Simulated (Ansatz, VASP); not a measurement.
# ZnCl4 in VASP and in Ansatz

```
Zn Cl
1.0
    -3.44074    3.44074    3.44074
     3.44074   -3.44074    3.44074
     3.44074    3.44074   -3.44074
Zn Cl
1 4
Direct
  0.00000 0.00000 0.00000
  0.34960 0.34960 0.34960
  0.65040 0.00000 0.00000
  0.00000 0.00000 0.65040
  0.00000 0.65040 0.00000
```

Change from the starting cell: species swapped into the GeF4 type (I-43m, No. 217).

Alike in both runs: task relaxation of cell and atoms; functional PBE; k mesh 4 × 4 × 4; occupations gaussian, width 0.1 eV; no spin polarisation.

|  | VASP | Ansatz |
| --- | --- | --- |
| version | VASP 6.6.1 | Ansatz 0.2.0 |
| potentials or method | VASP PAW PBE potentials, release 64 (Zn, Cl), cutoff 600 eV | scalar-relativistic, plane waves, PAW |
| valence electrons in the cell | 40 | 40 |

|  | VASP | Ansatz | Ansatz less VASP |
| --- | --- | --- | --- |
| gap on the k mesh at the Fermi level, each at its own relaxed structure (eV) | none | none | - |
| relaxed volume (Å³/atom) | 28.07 | 27.69 | -0.372 |
| relaxed length of the cell vector where the two differ most in proportion (Å) | 5.670 | 5.645 | -0.0252 |

A gap of «none» marks a metal or a gap that the smearing closes.
